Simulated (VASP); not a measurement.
Runs of VASP 6.6.1 on LiF. The structure is that of space group P6_3mc (No. 186), or close to it. The cells are those of the table. 

| cell | gap on the mesh (eV) | largest force (eV/Å) |
| --- | --- | --- |
| a = 3.061, b = 3.061, c = 4.663 Å, angles 90.0, 90.0, 120.0°, 4 atoms | 7.72 | 0.14 |
| a = 2.969, b = 2.969, c = 4.735 Å, angles 90.0, 90.0, 120.0°, 4 atoms | 8.03 | 0.08 |
| a = 3.015, b = 3.015, c = 4.952 Å, angles 90.0, 90.0, 120.0°, 4 atoms | (a) | 0.15 |
| a = 3.015, b = 3.015, c = 4.879 Å, angles 90.0, 90.0, 120.0°, 4 atoms | 7.70 | 0.11 |
| a = 3.061, b = 3.061, c = 4.735 Å, angles 90.0, 90.0, 120.0°, 4 atoms | (b) | 0.06 |

Alike in all rows: task single point; level LDA; potentials or basis VASP PAW LDA potentials, release 64 (Li_sv, F); no spin polarisation; k mesh 9 × 9 × 6; cutoff (eV) 520; smearing gaussian 0.05 eV.

Q: Fill in the values left out.

A: (a) 7.64; (b) 7.65.

Caveats: an odd mesh through Γ misses points on the zone boundary, where band edges can lie.
